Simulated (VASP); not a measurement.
Runs of VASP 6.6.1 on S. The structure is that of space group Im-3m (No. 229), or close to it. The cells are those of the table. This isn't the form of S at room conditions, which is orthorhombic, of S8 rings.

```csv
task,cell,gap on the mesh (eV),pressure (GPa)
single point,"a = 2.648 Å, angles 109.5°, 1 atom",none,9.8
relaxation of cell and atoms,"relaxed to 20 GPa from a = 2.884 Å, angles 109.5°, 1 atom",none,19.9
relaxation of cell and atoms,"relaxed from a = 2.884 Å, angles 109.5°, 1 atom",none,0.3
single point,"a = 2.735 Å, angles 109.5°, 1 atom",none,(a)
relaxation of cell and atoms,"relaxed to 10 GPa from a = 2.884 Å, angles 109.5°, 1 atom",none,10.0
```

Alike in all rows: level PBE; potentials or basis VASP PAW PBE potentials, release 64 (S); no spin polarisation; k mesh 18 × 18 × 18; cutoff (eV) 500; smearing gaussian 0.1 eV.

Question: Estimate the missing entries.

Answer: (a) -0.1.

Caveats: the cell is relaxed towards a set pressure, so the run minimises the enthalpy, not the energy (at least some runs); the cell stands under pressure (at least some runs).

A gap of «none» marks levels without a gap at the run's occupations.
